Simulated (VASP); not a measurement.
**Zn5CdSe6: single point with PBE**

Crystal: Zn5CdSe6.

```
Zn Cd Se
1.0
     4.09733    0.00000    0.00000
     0.00000    4.09733    0.00000
     0.00000    0.00000   17.51685
Zn Cd Se
5 1 6
Direct
  0.00000 0.00000 0.83835
  0.50000 0.50000 0.00000
  0.00000 0.00000 0.16165
  0.50000 0.50000 0.32339
  0.50000 0.50000 0.67661
  0.00000 0.00000 0.50000
  0.50000 0.00000 0.91918
  0.00000 0.50000 0.08082
  0.50000 0.00000 0.24248
  0.00000 0.50000 0.40365
  0.50000 0.00000 0.59635
  0.00000 0.50000 0.75752
```

* Program: VASP 6.6.1
* Task: single point
* Functional: PBE
* Potentials or basis: VASP PAW PBE potentials, release 64 (Zn, Cd, Se)
* Cutoff: 520 eV
* k mesh: 8 × 8 × 2
* Occupations: gaussian, width 0.02 eV
* Spin: no spin polarisation

```
Pressure               : 0.2 GPa
Largest force          : 0.017 eV/Å
Band gap on the k mesh : 0.96 eV
```

Forces in eV/Å, atoms in the order of the input:
```
Zn   0.000  0.000  0.000
Zn   0.000  0.000  0.000
Zn   0.000  0.000  0.000
Zn   0.000  0.000 -0.001
Zn   0.000  0.000  0.001
Cd   0.000  0.000  0.000
Se   0.000  0.000  0.000
Se   0.000  0.000  0.000
Se   0.000  0.000  0.001
Se   0.000  0.000 -0.017
Se   0.000  0.000  0.017
Se   0.000  0.000 -0.001
```

Levels at points of the mesh, in eV from the valence-band top:
| k point | band 52 | band 53 | band 54 | band 55 | band 56 | band 57 |
| --- | --- | --- | --- | --- | --- | --- |
| (0.00, 0.00, 0.00) | -0.07 | 0.00 | 0.00 | 0.96 | 2.86 | 2.91 |
| (0.50, 0.00, 0.00) | -0.90 | -0.88 | -0.45 | 2.73 | 2.79 | 2.80 |
| (0.50, 0.50, 0.00) | -2.01 | -2.01 | -1.98 | 3.06 | 3.06 | 3.34 |
| (0.00, 0.00, 0.50) | -0.24 | -0.13 | -0.13 | 1.74 | 1.83 | 3.11 |
| (0.50, 0.00, 0.50) | -0.83 | -0.81 | -0.45 | 2.38 | 2.41 | 3.46 |
| (0.50, 0.50, 0.50) | -2.11 | -2.08 | -2.08 | 3.41 | 3.41 | 3.48 |

Run time: 10 min on 1 thread of Intel(R) Xeon(R) Platinum 8488C (Sapphire Rapids), on a shared host, peak memory 0.63 GiB.
